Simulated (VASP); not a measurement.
Runs of VASP 6.6.1 on TePt. The structure is that of space group P6_3/mmc (No. 194), or close to it. The cells are those of the table. 

| fixed moment (μB) | cell | pressure (GPa) | moment (μB) |
| --- | --- | --- | --- |
| 0.375 | a = 4.198, b = 4.198, c = 5.504 Å, angles 90.0, 90.0, 120.0°, 4 atoms | 0.3 | 0.38 |
| 0.375 | a = 4.023, b = 4.023, c = 5.275 Å, angles 90.0, 90.0, 120.0°, 4 atoms | 26.3 | 0.38 |
| 0.125 | a = 4.198, b = 4.198, c = 5.504 Å, angles 90.0, 90.0, 120.0°, 4 atoms | 0.3 | 0.12 |
| 0.25 | a = 4.083, b = 4.083, c = 5.353 Å, angles 90.0, 90.0, 120.0°, 4 atoms | 15.5 | 0.25 |
| 1.0 | a = 4.083, b = 4.083, c = 5.353 Å, angles 90.0, 90.0, 120.0°, 4 atoms | (a) | 1.00 |

Alike in all rows: task single point; level LDA; potentials or basis VASP PAW LDA potentials, release 64 (Te, Pt); spin collinear; k mesh 12 × 12 × 8; cutoff (eV) 520; smearing gaussian 0.15 eV.

Problem. Fill in the values left out.

Solution. (a) 15.9.

Caveats: the total moment is fixed, so each spin has its own Fermi level and the state may be an excited one; the cell stands under pressure (at least some runs).
